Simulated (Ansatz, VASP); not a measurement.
## Ir: VASP beside Ansatz

The input INCAR:

```
SYSTEM = Ir
PREC = Accurate ; ENCUT = 520
EDIFF = 1E-6 ; ISMEAR = -1
SIGMA = 0.05 ; LREAL = .False.
LASPH = .True. ; NELM = 80
ALGO = Normal ; ISIF = 2
LWAVE = .False. ; LCHARG = .False.
GGA = PE ; NBANDS = 16
```

The input KPOINTS:

```
Automatic mesh
0
Gamma
  18 18 10
  0 0 0
```

File POSCAR:

```
Ir
1.0
    2.4119271252      0.0000000000      0.0000000000
   -1.2059635626      2.0887901625      0.0000000000
    0.0000000000      0.0000000000      3.9317877774
Ir
2
Direct
    0.3333333333      0.6666666667      0.2500000000
    0.6666666667      0.3333333333      0.7500000000
```

Input for Ansatz:

```yaml
crystal:
  lattice:
    - [2.4119271252, 0.0, 0.0]
    - [-1.2059635626, 2.0887901625, 0.0]
    - [0.0, 0.0, 3.9317877774]
  atoms:
    - { symbol: Ir, position: [0.3333333333, 0.6666666667, 0.25] }
    - { symbol: Ir, position: [0.6666666667, 0.3333333333, 0.75] }
kpoints:
  mp_grid: { grid: [18, 18, 10] }
scf:
  occupations: { method: fermi_dirac, width: 0.05 }
hamiltonian:
  xc: pbe
  pseudopotentials: { kind: paw }
output:
  forces: true
  stress: true
  eigenvalues: true
  populations: true
  write_density: true
  write_potential: true
  elf: true
  volumetric_format: npy
```

Change from the starting cell: volume scaled by 0.68, PAW files.

Alike in both runs: task single point; functional PBE; k mesh 18 × 18 × 10; occupations fermi-dirac, width 0.05 eV; no spin polarisation.

|  | VASP | Ansatz |
| --- | --- | --- |
| version | VASP 6.6.1 | Ansatz 0.2.0 |
| potentials or method | VASP PAW PBE potentials, release 64 (Ir) | PAW with Ansatz's default frozen-core files, scalar-relativistic |
| plane-wave cutoff (eV) | 520 | 420 |
| valence electrons in the cell | 18 | 34 |

Ansatz gave:

* pressure (GPa): 342.3
* traceless stress, the component that is largest in VASP (GPa): -0.01

Q: What did VASP give for the same quantities?

A: Pressure (GPa): 349.8; traceless stress, the component that is largest in VASP (GPa): 0.20.

Both programs put the cell under a high pressure, so it lies far from rest at this level. The functional is the same, so the differences come from potentials, cutoffs and numerics. VASP's potentials hold 18 valence electrons a cell and Ansatz's 34, so a difference there can come from the potentials and not from the codes.

Spin-orbit coupling is off throughout. Noted on VASP's run: the cell as given lies far from equilibrium.
